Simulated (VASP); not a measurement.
# Cr (Im-3m) in VASP: notebook

The runs below take Cr through single point, with PBE+U.

Program: VASP 6.6.1. These are calculated values, not measurements. Logs are shortened: lines on timing, memory, paths and dates and some standing lists are left out, and cuts for length are marked.

**1. The cell of the first run**

The structure is cubic, space group Im-3m (No. 229). The conventional cell has a = 2.969 Å, b = 2.969 Å, c = 2.969 Å, α = 90.00°, β = 90.00°, γ = 90.00°. Cr (site symmetry m-3m) has 14 Cr at 2.57 to 2.97 Å within 3.4 Å.

**2. Single point, PBE+U, collinear spin, antiferromagnetic start**

INCAR

```
  ALGO = Normal
  EDIFF = 1E-6
  ENCUT = 700
  GGA = PE
  GGA_COMPAT = False
  ISIF = 2
  ISMEAR = -1
  ISPIN = 2
  LASPH = True
  LCHARG = False
  LDAU = True
  LDAUJ = 0
  LDAUL = 2
  LDAUPRINT = 1
  LDAUTYPE = 2
  LDAUU = 5
  LMAXMIX = 4
  LORBIT = 11
  LREAL = False
  LWAVE = False
  MAGMOM = -3 3
  NBANDS = 25
  NELM = 200
  PREC = Accurate
  SIGMA = 0.05
```

KPOINTS

```
k-points
0
Gamma
  11 11 11
```

POSCAR

```
Cr
1.0
    2.9688993551      0.0000000000      0.0000000000
    0.0000000000      2.9688993551      0.0000000000
    0.0000000000      0.0000000000      2.9688993551
Cr
2
Direct
    0.0000000000      0.0000000000      0.0000000000
    0.5000000000      0.5000000000      0.5000000000
```

Potentials or basis: VASP PAW PBE potentials, release 64 (Cr_sv).

The run is started by

```console
$ cat potpaw_PBE.64/Cr_sv/POTCAR > POTCAR
$ mpirun -np 1 vasp_std > vasp.out
```

OUTCAR:

```text
EDIFF = 1E-6
   ENCUT = 700
   GGA = PE
   ISIF = 2
   ISMEAR = -1
   ISPIN = 2
   LASPH = True
   LORBIT = 11
   LREAL = False
   NELM = 200
   PREC = Accurate

 ion  position               nearest neighbor table
   1  0.000  0.000  0.000-   2 2.57   2 2.57   2 2.57   2 2.57   2 2.57   2 2.57   2 2.57   2 2.57

   2  0.500  0.500  0.500-   1 2.57   1 2.57   1 2.57   1 2.57   1 2.57   1 2.57   1 2.57   1 2.57

  LATTYP: Found a simple cubic cell.
 ALAT       =     2.9688993551

  Lattice vectors:

 A1 = (   2.9688993551,   0.0000000000,   0.0000000000)
 A2 = (   0.0000000000,   2.9688993551,   0.0000000000)
 A3 = (   0.0000000000,   0.0000000000,   2.9688993551)

Analysis of symmetry for initial positions (statically):
=====================================================================
 Subroutine PRICEL returns following result:

  LATTYP: Found a body centered cubic cell.
 ALAT       =     2.9688993551
[... 12 lines left out ...]
 Subroutine GETGRP returns: Found 48 space group operations
 (whereof 48 operations were pure point group operations)
 out of a pool of 48 trial point group operations.

The static configuration has the point symmetry O_h .

Analysis of symmetry for dynamics (positions and initial velocities):
=====================================================================
 Subroutine PRICEL returns following result:

  LATTYP: Found a body centered cubic cell.
 ALAT       =     2.9688993551
[... 12 lines left out ...]
 Subroutine GETGRP returns: Found 48 space group operations
 (whereof 48 operations were pure point group operations)
 out of a pool of 48 trial point group operations.

The dynamic configuration has the point symmetry O_h .

Analysis of structural, dynamic, and magnetic symmetry:
=====================================================================
 Subroutine PRICEL returns following result:

  LATTYP: Found a body centered cubic cell.
 ALAT       =     2.9688993551
[... 12 lines left out ...]
 Subroutine GETGRP returns: Found 48 space group operations
 (whereof 48 operations were pure point group operations)
[... 201 lines left out ...]
  o =  0.0654  v =  0.0000  0.0000  0.0000  0.0000  0.0000  0.0163  0.9998 -0.0000 -0.0102 -0.0000      0.0000  0.0000  0.0000  0.0000  0.0000  0.0000  0.0000  0.0000  0.0000  0.0000
  o =  0.0654  v =  0.0000  0.0000  0.0000  0.0000  0.0000  0.9999 -0.0163 -0.0000 -0.0000 -0.0000      0.0000  0.0000  0.0000  0.0000  0.0000  0.0000  0.0000  0.0000  0.0000  0.0000
  o =  0.0654  v =  0.0000  0.0000  0.0000  0.0000  0.0000  0.0002  0.0102 -0.0000  0.9999 -0.0000      0.0000  0.0000  0.0000  0.0000  0.0000  0.0000  0.0000  0.0000  0.0000  0.0000
  o =  0.5223  v =  0.0000 -0.0000 -0.0115  0.0000 -0.9999  0.0000  0.0000  0.0000  0.0000  0.0000      0.0000  0.0000  0.0000  0.0000  0.0000  0.0000  0.0000  0.0000  0.0000  0.0000
  o =  0.5223  v =  0.0000  0.0000  0.9999  0.0000 -0.0115  0.0000  0.0000  0.0000  0.0000  0.0000      0.0000  0.0000  0.0000  0.0000  0.0000  0.0000  0.0000  0.0000  0.0000  0.0000
  o =  0.7832  v =  0.0000 -0.0236  0.0000  0.9997  0.0000  0.0000  0.0000  0.0000  0.0000  0.0000      0.0000  0.0000  0.0000  0.0000  0.0000  0.0000  0.0000  0.0000  0.0000  0.0000
  o =  0.7832  v =  1.0000  0.0000  0.0000  0.0000  0.0000  0.0000  0.0000  0.0000  0.0000  0.0000      0.0000  0.0000  0.0000  0.0000  0.0000  0.0000  0.0000  0.0000  0.0000  0.0000
  o =  0.7832  v =  0.0000  0.9997 -0.0000  0.0236 -0.0000  0.0000  0.0000  0.0000  0.0000  0.0000      0.0000  0.0000  0.0000  0.0000  0.0000  0.0000  0.0000  0.0000  0.0000  0.0000

 number of electron      27.9999996 magnetization      -0.0000000

 Free energy of the ion-electron system (eV)
  ---------------------------------------------------
  ext. energy  EPLUGINS =         0.00000000
  ---------------------------------------------------
  free energy    TOTEN  =       -11.40733536 eV

  energy without entropy =      -11.40716513  energy(sigma->0) =      -11.40725025

 E-fermi :  12.7787     XC(G=0): -12.8126

 val. band max:       12.5223676741   @ k =   0.4545   0.4545   0.0000
 cond. band min:      13.0387868466   @ k =   0.4545   0.4545   0.4545
 fundamental gap:      0.5164191725
 Fermi energy:        12.7787117487

 spin component 1

 k-point     1 :       0.0000    0.0000    0.0000
  band No.  band energies     occupation
      1     -60.2741      1.00000
      2     -56.8485      1.00000
      3     -31.5969      1.00000
      4     -31.5969      1.00000
      5     -31.5969      1.00000
      6     -28.1817      1.00000
[... 1337 lines left out ...]
     24      30.6785      0.00000
     25      30.8371      0.00000

 [... further k-points ...]

------------------------ aborting loop because EDIFF is reached ----------------------------------------

  FORCE on cell =-STRESS in cart. coord.  units (eV):
  Direction    XX          YY          ZZ          XY          YZ          ZX
  --------------------------------------------------------------------------------------
  -------------------------------------------------------------------------------------
  Total        4.4409854      4.4409854      4.4409854      0.0000000     -0.0000000      0.0000000
  in kB      271.8964284    271.8964284    271.8964284      0.0000000     -0.0000000      0.0000000
  external PRESSURE =     271.8964284 kB  Pullay stress =       0.0000000 kB

 VOLUME and BASIS-vectors are now :
 -----------------------------------------------------------------------------
  energy-cutoff  :      700.00
  volume of cell :       26.17
      direct lattice vectors                 reciprocal lattice vectors
     2.968899355  0.000000000  0.000000000     0.336825160  0.000000000  0.000000000
     0.000000000  2.968899355  0.000000000     0.000000000  0.336825160  0.000000000
     0.000000000  0.000000000  2.968899355     0.000000000  0.000000000  0.336825160

 POSITION                                       TOTAL-FORCE (eV/Angst)
 -----------------------------------------------------------------------------------
      0.00000      0.00000      0.00000         0.000000     -0.000000      0.000000
      1.48445      1.48445      1.48445        -0.000000      0.000000     -0.000000
 -----------------------------------------------------------------------------------
    total drift:                                0.000000      0.000000      0.000000

  FREE ENERGIE OF THE ION-ELECTRON SYSTEM (eV)
  ---------------------------------------------------
  free  energy   TOTEN  =       -11.4073353601 eV

  energy  without entropy=      -11.4071651325  energy(sigma->0) =      -11.40725025

 total charge

# of ion       s       p       d       tot
------------------------------------------
    1        2.176   6.006   3.639  11.821
    2        2.176   6.006   3.639  11.821
--------------------------------------------------
tot          4.352  12.013   7.277  23.642

 magnetization (x)

# of ion       s       p       d       tot
------------------------------------------
    1       -0.024  -0.018  -3.104  -3.147
    2        0.024   0.018   3.104   3.147
--------------------------------------------------
tot          0.000   0.000   0.000   0.000
```

Run time: 68 s. Hardware: 1 thread of Intel Xeon 6975P-C (Granite Rapids), shared host; peak memory 0.22 GiB.

Results:

- Free energy: -11.4073 eV
- Pressure: 27.2 GPa
- Band gap on the k mesh: 0.52 eV
- Net moment: 0.00 μB per cell
- Site moments: Cr -3.15, +3.15 μB
- Valence electrons inside the program's atomic spheres: Cr 11.82

Levels at points of the mesh, in eV from the valence-band top:
Spin up:
```
           k point  band 11  band 12  band 13  band 14  band 15  band 16  band 17  band 18
(0.00, 0.00, 0.00)    -3.70    -2.20    -2.20    -2.20     3.01     3.01     5.03     5.03
```
Spin down:
| k point | band 10 | band 11 | band 12 | band 13 | band 14 | band 15 | band 16 | band 17 | band 18 | band 19 |
| --- | --- | --- | --- | --- | --- | --- | --- | --- | --- | --- |
| (0.00, 0.00, 0.00) | -3.70 | -3.70 | -2.20 | -2.20 | -2.20 | 3.01 | 3.01 | 5.03 | 5.03 | 5.03 |

Eigenvalues of the final occupation matrices:
| site | spin | trace | eigenvalues |
| --- | --- | --- | --- |
| site 1 d | 1 | 0.27 | 0.04 0.04 0.07 0.07 0.07 |
| site 1 d | 2 | 3.39 | 0.52 0.52 0.78 0.78 0.78 |
| site 2 d | 1 | 3.39 | 0.52 0.52 0.78 0.78 0.78 |
| site 2 d | 2 | 0.27 | 0.04 0.04 0.07 0.07 0.07 |

Caveat: the cell stands under pressure; the antiferromagnetic order is the one typed at the start, and another may lie lower; an odd mesh through Γ misses points on the zone boundary, where band edges can lie; the U is typed as a test and isn't derived for this compound. The state reached can hang on the start; a lower one may exist.

**3. Single point, PBE+U, collinear spin, antiferromagnetic start**

INCAR

```
SYSTEM = Cr
PREC = Accurate ; ENCUT = 700
EDIFF = 1E-6 ; ISMEAR = -1
SIGMA = 0.05 ; LREAL = .FALSE.
LASPH = .TRUE. ; NELM = 200
ALGO = Normal ; ISIF = 2
LWAVE = .FALSE. ; LCHARG = .TRUE.
ISPIN = 2 ; MAGMOM = -3 3
LORBIT = 11 ; LMAXMIX = 4
LDAU = .TRUE. ; LDAUTYPE = 2
LDAUL = 2 ; LDAUU = 1
LDAUJ = 0 ; LDAUPRINT = 1
GGA = PE ; LELF = .TRUE.
LVHAR = .TRUE. ; NBANDS = 25
GGA_COMPAT = .FALSE.
```

KPOINTS

```
regular mesh
0
G
  11 11 11
  0 0 0
```

POSCAR is that of step 2.

Potentials or basis: VASP PAW PBE potentials, release 64 (Cr_sv).

The run is started by

```console
$ cat potpaw_PBE.64/Cr_sv/POTCAR > POTCAR
$ mpirun -np 1 vasp_std > vasp.out
```

OUTCAR:

```text
SYSTEM = Cr
   PREC = Accurate
   ENCUT = 700
   EDIFF = 1E-6
   ISMEAR = -1
   LREAL = .FALSE.
   LASPH = .TRUE.
   NELM = 200
   ISIF = 2
   ISPIN = 2
   LORBIT = 11
   GGA = PE

 ion  position               nearest neighbor table
   1  0.000  0.000  0.000-   2 2.57   2 2.57   2 2.57   2 2.57   2 2.57   2 2.57   2 2.57   2 2.57

   2  0.500  0.500  0.500-   1 2.57   1 2.57   1 2.57   1 2.57   1 2.57   1 2.57   1 2.57   1 2.57

  LATTYP: Found a simple cubic cell.
 ALAT       =     2.9688993551

  Lattice vectors:

 A1 = (   2.9688993551,   0.0000000000,   0.0000000000)
[... 1659 lines left out ...]

 VOLUME and BASIS-vectors are now :
 -----------------------------------------------------------------------------
  energy-cutoff  :      700.00
  volume of cell :       26.17
      direct lattice vectors                 reciprocal lattice vectors
     2.968899355  0.000000000  0.000000000     0.336825160  0.000000000  0.000000000
     0.000000000  2.968899355  0.000000000     0.000000000  0.336825160  0.000000000
     0.000000000  0.000000000  2.968899355     0.000000000  0.000000000  0.336825160

 POSITION                                       TOTAL-FORCE (eV/Angst)
 -----------------------------------------------------------------------------------
      0.00000      0.00000      0.00000         0.000000     -0.000000      0.000000
      1.48445      1.48445      1.48445        -0.000000      0.000000     -0.000000
 -----------------------------------------------------------------------------------
    total drift:                                0.000000      0.000000      0.000000

  FREE ENERGIE OF THE ION-ELECTRON SYSTEM (eV)
  ---------------------------------------------------
  free  energy   TOTEN  =       -17.2658302080 eV

  energy  without entropy=      -17.2626220875  energy(sigma->0) =      -17.26422615

 total charge

# of ion       s       p       d       tot
------------------------------------------
    1        2.176   6.008   3.535  11.719
    2        2.176   6.008   3.535  11.719
--------------------------------------------------
tot          4.352  12.017   7.070  23.438

 magnetization (x)

# of ion       s       p       d       tot
------------------------------------------
    1       -0.017  -0.011  -2.154  -2.183
    2        0.017   0.011   2.154   2.183
--------------------------------------------------
tot          0.000   0.000   0.000   0.000
```

stdout:

```text
POSCAR found type information on POSCAR Cr
 POSCAR found :  1 types and       2 ions
 scaLAPACK will be used
 LDA part: xc-table for (Slater+PW92), standard interpolation
 POSCAR, INCAR and KPOINTS ok, starting setup
 FFT: planning ... GRIDC
 FFT: planning ... GRID_SOFT
 FFT: planning ... GRID
 WAVECAR not read
 entering main loop
```

Wall time 1.8 min (1 thread of AMD EPYC 7R13 (Zen 3), shared host); peak memory 0.19 GiB.

What came out:

* Free energy: -17.2658 eV
* Pressure: -2.9 GPa
* Band gap on the k mesh: zero (filled and empty bands overlap)
* Net moment: 0.00 μB per cell
* Site moments: Cr -2.18, +2.18 μB
* Valence electrons inside the program's atomic spheres: Cr 11.72

Eigenvalues of the final occupation matrices:
```csv
site,spin,trace,eigenvalues
site 1 d,1,0.70,0.10 0.10 0.16 0.16 0.16
site 1 d,2,2.86,0.42 0.42 0.68 0.68 0.68
site 2 d,1,2.86,0.42 0.42 0.68 0.68 0.68
site 2 d,2,0.70,0.10 0.10 0.16 0.16 0.16
```

Caveat: the antiferromagnetic order is the one typed at the start, and another may lie lower; the U is typed as a test and isn't derived for this compound. The state reached can hang on the start; a lower one may exist.

The gap in the log of VASP goes by the Fermi energy; the results here count the filled bands.